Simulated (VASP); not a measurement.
# HC8 in VASP: a series of runs

Runs on HC8. Level: PBE+D3(BJ). Tasks: single point.

Everything below comes from runs of VASP 6.6.1. Logs are shortened: lines on timing, memory, paths and dates and some standing lists are left out, and cuts for length are marked.

**1. The cell of the first run**

The cell holds a slab with vacuum, 9 atoms: a = 4.931 Å, b = 4.931 Å, c = 17.000 Å, α = 90.00°, β = 90.00°, γ = 120.00°.

**2. Single point, PBE+D3(BJ), collinear spin**

File INCAR:

```
SYSTEM = HC8
PREC = Accurate ; ENCUT = 520
EDIFF = 1E-6 ; ISMEAR = 0
SIGMA = 0.1 ; LREAL = .FALSE.
LASPH = .TRUE. ; NELM = 150
ALGO = Normal ; ISIF = 2
LWAVE = .FALSE. ; LCHARG = .FALSE.
ISPIN = 2 ; MAGMOM = 0 0 0 0 0 0 0 0 1
LORBIT = 11 ; LDIPOL = .TRUE.
IDIPOL = 3 ; DIPOL = 0.5 0.5 0.237
GGA = PE ; IVDW = 12
NBANDS = 30
```

File KPOINTS:

```
regular mesh
0
G
  6 6 1
  0 0 0
```

File POSCAR:

```
HC8
1.0
    4.9313048824     -0.0000000001      0.0000000000
   -2.4656524412      4.2706353020      0.0000000000
    0.0000000000      0.0000000000     17.0000331944
C H
8 1
Direct
    0.3333333333      0.1666666667      0.2352956108
    0.3333333333      0.6666666667      0.2352956108
    0.8333333333      0.1666666667      0.2352956108
    0.8333333333      0.6666666667      0.2352956108
    0.1666666667      0.3333333333      0.2352936582
    0.1666666667      0.8333333333      0.2352936582
    0.6666666667      0.3333333333      0.2352936582
    0.6666666667      0.8333333333      0.2352936582
    0.5833333333      0.1666666667      0.2500014645
```

Potentials or basis: VASP PAW PBE potentials, release 64 (C, H).

Started as:

```
> cat potpaw_PBE.64/C/POTCAR potpaw_PBE.64/H/POTCAR > POTCAR
> mpirun -np 1 vasp_std > vasp.out
```

OUTCAR:

```text
SYSTEM = HC8
   PREC = Accurate
   ENCUT = 520
   EDIFF = 1E-6
   ISMEAR = 0
   LREAL = .FALSE.
   LASPH = .TRUE.
   NELM = 150
   ISIF = 2
   ISPIN = 2
   LORBIT = 11
   GGA = PE
   IVDW = 12
 IVDW          = 12

 ion  position               nearest neighbor table
   1  0.333  0.167  0.235-   9 1.26   5 1.42   7 1.42   6 1.42
   2  0.333  0.667  0.235-   6 1.42   8 1.42   5 1.42
   3  0.833  0.167  0.235-   9 1.26   7 1.42   5 1.42   8 1.42
   4  0.833  0.667  0.235-   8 1.42   6 1.42   7 1.42
   5  0.167  0.333  0.235-   1 1.42   3 1.42   2 1.42
   6  0.167  0.833  0.235-   2 1.42   4 1.42   1 1.42
   7  0.667  0.333  0.235-   9 0.75   3 1.42   1 1.42   4 1.42
   8  0.667  0.833  0.235-   4 1.42   2 1.42   3 1.42
   9  0.583  0.167  0.250-   7 0.75   3 1.26   1 1.26

  LATTYP: Found a hexagonal cell.
 ALAT       =     4.9313048824
 C/A-ratio  =     3.4473701383

  Lattice vectors:

 A1 = (   4.9313048824,  -0.0000000001,   0.0000000000)
 A2 = (  -2.4656524412,   4.2706353020,   0.0000000000)
 A3 = (   0.0000000000,   0.0000000000,  17.0000331944)

Analysis of symmetry for initial positions (statically):
=====================================================================
 Subroutine PRICEL returns:
 Original cell was already a primitive cell.

 Routine SETGRP: Setting up the symmetry group for a
 hexagonal supercell.

 Subroutine GETGRP returns: Found  2 space group operations
 (whereof  2 operations were pure point group operations)
 out of a pool of 24 trial point group operations.

The static configuration has the point symmetry C_1h.

Analysis of symmetry for dynamics (positions and initial velocities):
=====================================================================
 Subroutine PRICEL returns:
 Original cell was already a primitive cell.

 Routine SETGRP: Setting up the symmetry group for a
 hexagonal supercell.

 Subroutine GETGRP returns: Found  2 space group operations
 (whereof  2 operations were pure point group operations)
 out of a pool of 24 trial point group operations.

The dynamic configuration has the point symmetry C_1h.

Analysis of structural, dynamic, and magnetic symmetry:
=====================================================================
 Subroutine PRICEL returns:
 Original cell was already a primitive cell.

 Routine SETGRP: Setting up the symmetry group for a
 hexagonal supercell.

 Subroutine GETGRP returns: Found  2 space group operations
 (whereof  2 operations were pure point group operations)
 out of a pool of 24 trial point group operations.

The overall configuration has the point symmetry C_1h.

 Subroutine INISYM returns: Found  2 space group operations
 (whereof  2 operations are pure point group operations),
 and found     1 'primitive' translations

----------------------------------------------------------------------------------------

                                     Primitive cell

  volume of cell :     358.0174

  direct lattice vectors                    reciprocal lattice vectors
     4.931304882 -0.000000000  0.000000000     0.202786083  0.117078599  0.000000000
    -2.465652441  4.270635302  0.000000000     0.000000000  0.234157199  0.000000000
     0.000000000  0.000000000 17.000033194     0.000000000  0.000000000  0.058823415

  length of vectors
     4.931304882  4.931304882 17.000033194     0.234157199  0.234157199  0.058823415

  position of ions in fractional coordinates (direct lattice)
     0.333333333  0.166666667  0.235295611
     0.333333333  0.666666667  0.235295611
     0.833333333  0.166666667  0.235295611
     0.833333333  0.666666667  0.235295611
     0.166666667  0.333333333  0.235293658
     0.166666667  0.833333333  0.235293658
     0.666666667  0.333333333  0.235293658
[... 61 lines left out ...]
   ions per type =               8   1
   NGX,Y,Z   is equivalent  to a cutoff of  13.48, 13.48, 12.32 a.u.
   NGXF,Y,Z  is equivalent  to a cutoff of  26.97, 26.97, 24.64 a.u.
 SYSTEM =  HC8
   PREC   = accura    normal or accurate (medium, high low for compatibility)
   ISTART =      0    job   : 0-new  1-cont  2-samecut
   ICHARG =      2    charge: 1-file 2-atom 10-const
   ISPIN  =      2    spin polarized calculation?
   LNONCOLLINEAR =      F non collinear calculations
   LSORBIT =      F    spin-orbit coupling
   LASPH  =      T    aspherical Exc in radial PAW
   ENCUT  =  520.0 eV  38.22 Ry    6.18 a.u.   9.17  9.17 31.61*2*pi/ulx,y,z
   NELM   =    150;   NELMIN=  2; NELMDL= -5     # of ELM steps
   EDIFF  = 0.1E-05   stopping-criterion for ELM
   LREAL  =      F    real-space projection
   EDIFFG = 0.1E-04   stopping-criterion for IOM
   NSW    =      0    number of steps for IOM
   IBRION =     -1    ionic relax: 0-MD 1-quasi-New 2-CG
   NFREE  =      0    steps in history (QN), initial steepest desc. (CG)
   ISIF   =      2    stress and relaxation
   ISYM   =      2    0-nonsym 1-usesym 2-fastsym
   POTIM  = 0.5000    time-step for ionic-motion
   TEBEG  =    0.0;   TEEND  =   0.0 temperature during run
   PSTRESS=    0.0 pullay stress
   NELECT =      33.0000    total number of electrons
   NUPDOWN=      -1.0000    fix difference up-down
   EMIN   =  10.00;   EMAX   =-10.00  energy-range for DOS
   EFERMI =   0.00;   METHOD = LEGACY
   ISMEAR =     0;   SIGMA  =   0.10  broadening in eV -4-tet -1-fermi 0-gaus
   EFERMI_NEDOS =   21; number of points for ismear=-14 and -15
   IALGO  =     38    algorithm
   IMIX   =      4    mixing-type and parameters
     AMIX     =   0.40;   BMIX     =  1.00
     AMIX_MAG =   1.60;   BMIX_MAG =  1.00
  volume/ion in A,a.u.               =      39.78       268.45
  Fermi-wavevector in a.u.,A,eV,Ry     =   0.739511  1.397474  7.440711  0.546877
  Thomas-Fermi vector in A             =   1.833692
   LORBIT       =     11    0 simple, 1 ext, 2 COOP (PROOUT), +10 PAW based schemes
   GGA     = PE    functional components
   LHFCALC =     F    Hartree Fock is set to
   AEXX    =    0.0000 exact exchange contribution
   IVDW    =    12    specifies the selected vdW correction
   LEPSILON=     F    determine dielectric tensor
   LRPA    =     F    only Hartree local field effects (RPA)
 spin polarized calculation
 Gauss-broadening in eV      SIGMA  =   0.10
  energy-cutoff  :      520.00
  volume of cell :      358.02
 maximum number of plane-waves:      9678
 NGX is ok and might be reduce to    40
   NGX = 19   NGY = 19   NGZ = 63

 number of electron      32.9999996 magnetization      -0.0006504

 number of electron      32.9999996 magnetization       0.0000747

 dipolmoment           0.000000      0.000000     -0.035449 electrons x Angstroem

 Free energy of the ion-electron system (eV)
  ---------------------------------------------------
  ext. energy  EPLUGINS =         0.00000000
  ---------------------------------------------------
  free energy    TOTEN  =       -67.24925386 eV

  energy without entropy =      -67.24136333  energy(sigma->0) =      -67.24530860

 E-fermi :  -1.3595     XC(G=0):  -2.5553

 val. band max:       -1.3956333634   @ k =   0.0000   0.0000   0.0000
 cond. band min:      -1.2351127936   @ k =  -0.3333   0.1667   0.0000
 fundamental gap:      0.1605205698
 Fermi energy:        -1.3594746201

 spin component 1

 k-point     1 :       0.0000    0.0000    0.0000
  band No.  band energies     occupation
      1     -24.7096      1.00000
      2     -19.9646      1.00000
      3     -17.4622      1.00000
      4     -16.7991      1.00000
      5     -16.5114      1.00000
      6     -15.9931      1.00000
[... 392 lines left out ...]
     27       4.5661      0.00000
     28       4.8906      0.00000
 Fermi energy:        -1.3594746201

 spin component 2

 k-point     1 :       0.0000    0.0000    0.0000
  band No.  band energies     occupation
      1     -24.7096      1.00000
      2     -19.9646      1.00000
      3     -17.4622      1.00000
      4     -16.7990      1.00000
      5     -16.5114      1.00000
      6     -15.9931      1.00000
[... 392 lines left out ...]
     27       4.5606      0.00000
     28       4.8220      0.00000
 [bands above 28 left out]

------------------------ aborting loop because EDIFF is reached ----------------------------------------

 vacuum level on the upper side and lower side of the slab       (xc-potential included)        -0.179         0.092

 Edisp (eV)   -0.71383

 E8    (eV) :    -0.2187

  FORCE on cell =-STRESS in cart. coord.  units (eV):
  Direction    XX          YY          ZZ          XY          YZ          ZX
  --------------------------------------------------------------------------------------
  -------------------------------------------------------------------------------------
  Total       8.10280    25.68284     3.58733    -0.00000    -7.70806     0.00000
  in kB      36.26113   114.93427    16.05379    -0.00000   -34.49465     0.00000
  external pressure =       55.75 kB  Pullay stress =        0.00 kB

 VOLUME and BASIS-vectors are now :
 -----------------------------------------------------------------------------
  energy-cutoff  :      520.00
  volume of cell :      358.02
      direct lattice vectors                 reciprocal lattice vectors
     4.931304882 -0.000000000  0.000000000     0.202786083  0.117078599  0.000000000
    -2.465652441  4.270635302  0.000000000     0.000000000  0.234157199  0.000000000
     0.000000000  0.000000000 17.000033194     0.000000000  0.000000000  0.058823415

 POSITION                                       TOTAL-FORCE (eV/Angst)
 -----------------------------------------------------------------------------------
      1.23283      0.71177      4.00003        -3.920582     -0.845922     -1.471354
     -0.00000      2.84709      4.00003        -0.000000      0.160181     -0.075790
      3.69848      0.71177      4.00003         3.920582     -0.845922     -1.471354
      2.46565      2.84709      4.00003         0.000000      1.354571      0.664891
      0.00000      1.42355      4.00000        -0.000000      0.645309      0.308963
     -1.23283      3.55886      4.00000        -0.149535     -0.882271     -0.044482
      2.46565      1.42355      4.00000         0.000000     32.114079    -12.562129
      1.23283      3.55886      4.00000         0.149535     -0.882271     -0.044482
      2.46565      0.71177      4.25003         0.000000    -30.817754     14.695737
 -----------------------------------------------------------------------------------
    total drift:                                0.000000      0.000119     -0.001062

  FREE ENERGIE OF THE ION-ELECTRON SYSTEM (eV)
  ---------------------------------------------------
  free  energy   TOTEN  =       -67.9630814343 eV

  energy  without entropy=      -67.9551909033  energy(sigma->0) =      -67.95913617

 vacuum level on the upper side and lower side of the slab         1.712         2.033

 total charge

# of ion       s       p       d       tot
------------------------------------------
    1        0.851   1.814   0.000   2.665
    2        0.855   1.803   0.000   2.658
    3        0.851   1.814   0.000   2.665
    4        0.845   1.790   0.000   2.635
    5        0.849   1.795   0.000   2.644
    6        0.854   1.802   0.000   2.657
    7        0.924   2.141   0.000   3.065
    8        0.854   1.802   0.000   2.657
    9        0.921   0.383   0.000   1.304
--------------------------------------------------
tot          7.805  15.143   0.000  22.948

 magnetization (x)

# of ion       s       p       d       tot
------------------------------------------
    1       -0.000   0.000   0.000   0.000
    2       -0.000   0.000   0.000   0.000
    3       -0.000   0.000   0.000   0.000
    4       -0.000   0.000   0.000   0.000
    5       -0.000   0.000   0.000   0.000
    6       -0.000  -0.000   0.000  -0.000
    7       -0.000   0.000   0.000   0.000
    8       -0.000  -0.000   0.000  -0.000
    9        0.000   0.000   0.000   0.000
--------------------------------------------------
tot         -0.000   0.000   0.000   0.000
```

It took 5.5 min on 1 thread of Intel Xeon 6975P-C (Granite Rapids), shared host; peak memory 0.7 GiB.

What came out:

| Quantity | Value |
| --- | --- |
| Free energy | -67.9631 eV |
| Largest force | 34.484 eV/Å |
| Net moment | 0.00 μB per cell |
| Valence electrons inside the program's atomic spheres | C 2.67, 2.66, 2.63, 2.64, 3.06 (each value once); H 1.30 |
| Dispersion energy per atom | -0.079 eV |

Forces in eV/Å, atoms in the order of the input:
```
C    -3.921  -0.846  -1.471
C     0.000   0.160  -0.076
C     3.921  -0.846  -1.471
C     0.000   1.355   0.665
C     0.000   0.645   0.309
C    -0.150  -0.882  -0.044
C     0.000  32.114 -12.562
C     0.150  -0.882  -0.044
H     0.000 -30.818  14.696
```

**3. Single point, PBE+D3(BJ), collinear spin**

File INCAR:

```
SYSTEM = HC8
PREC = Accurate
ENCUT = 520
EDIFF = 1E-7
ISMEAR = 0
SIGMA = 0.1
LREAL = .FALSE.
LASPH = .TRUE.
NELM = 150
ALGO = Normal
ISIF = 2
LWAVE = .FALSE.
LCHARG = .FALSE.
ISPIN = 2
MAGMOM = 0 0 0 0 0 0 0 0 1
LORBIT = 11
LDIPOL = .TRUE.
IDIPOL = 3
DIPOL = 0.5 0.5 0.241
GGA = PE
IVDW = 12
NBANDS = 30
```

KPOINTS is that of step 2.

Changes to POSCAR since step 2:

```diff
@@ -16,2 +16,2 @@
     0.6666666667      0.8333333333      0.2352936582
-    0.5833333333      0.1666666667      0.2500014645
+    0.5000000000      0.1666666667      0.2882366839
```

Potentials or basis: VASP PAW PBE potentials, release 64 (C, H).

Started as:

```
> cat potpaw_PBE.64/C/POTCAR potpaw_PBE.64/H/POTCAR > POTCAR
> mpirun -np 1 vasp_std > vasp.out
```

Wall time 5.2 min (1 thread of Intel Xeon 6975P-C (Granite Rapids), shared host); peak memory 0.7 GiB.

The run converged. Its results:

* Free energy: -74.8237 eV
* Largest force: 2.942 eV/Å
* Net moment: 0.00 μB per cell
* Valence electrons inside the program's atomic spheres: C 2.70, 2.65, 2.66 (each value once); H 0.65
* Dispersion energy per atom: -0.081 eV

Forces on the atoms (eV/Å):
```
C   -1.483 -0.834 -1.033
C    0.478  0.432 -0.034
C    1.868 -0.287 -0.581
C    0.575  1.115  0.219
C   -1.253  0.060  0.219
C   -0.685 -1.762 -0.581
C    1.464  0.868 -1.033
C   -0.613 -0.198 -0.034
H   -0.350  0.606  2.858
```

Levels at points of the mesh, in eV from the Fermi level:
Spin up:
```
           k point  band 12  band 13  band 14  band 15  band 16  band 17  band 18  band 19  band 20  band 21
(0.00, 0.00, 0.00)    -5.00    -4.14    -4.04    -3.64    -3.20    -0.34     0.36     0.55     1.74     2.98
(0.50, 0.00, 0.00)    -6.91    -6.27    -6.07    -4.57    -3.68     1.31     1.86     2.87     4.00     4.77
(0.00, 0.50, 0.00)    -6.80    -6.53    -5.87    -4.25    -3.96     0.79     1.59     3.24     3.98     4.90
```
Spin down:
```csv
k point,band 12,band 13,band 14,band 15,band 16,band 17,band 18,band 19,band 20,band 21
"(0.00, 0.00, 0.00)",-5.00,-4.14,-4.04,-3.64,-3.20,-0.34,0.36,0.55,1.74,2.98
"(0.50, 0.00, 0.00)",-6.91,-6.27,-6.07,-4.57,-3.68,1.31,1.86,2.87,4.00,4.77
"(0.00, 0.50, 0.00)",-6.80,-6.53,-5.87,-4.25,-3.96,0.79,1.59,3.24,3.98,4.90
```
